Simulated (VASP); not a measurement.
A run of VASP 6.6.1:

File INCAR:

```
SYSTEM = Ir
  PREC = Accurate
  ENCUT = 520
  EDIFF = 1E-6
  ISMEAR = -1
  SIGMA = 0.05
  LREAL = .FALSE.
  LASPH = .TRUE.
  NELM = 100
  ALGO = Normal
  ISIF = 2
  LWAVE = .FALSE.
  LCHARG = .FALSE.
  GGA = PS
  NBANDS = 16
```

Contents of KPOINTS:

```
regular mesh
0
G
  3 13 4
  0 0 0
```

The input POSCAR:

```
Ir
1.0
   12.3995108373      0.0000000000      0.0000000000
    0.0000000000      2.2628206073      0.0000000000
    0.0000000000      0.0000000000      7.2876555917
Ir
2
Direct
    0.2500000000      0.0000000000      0.1639900000
    0.7500000000      0.0000000000      0.8360100000
```

Potentials or basis: VASP PAW PBE potentials, release 64 (Ir).

The run is started by

```sh
$ cat potpaw_PBE.64/Ir/POTCAR > POTCAR
$ mpirun -np 1 vasp_std > vasp.out
```

Hardware: 1 thread of AMD EPYC 7R13 Processor (Zen 3) (shared host).

**Question.** How long does it take, and how much memory?

**Answer.** It took 73 s on 1 thread of AMD EPYC 7R13 Processor (Zen 3), with other jobs on the host, peak memory 0.33 GiB. Counts: scf iterations 13, k points 42.
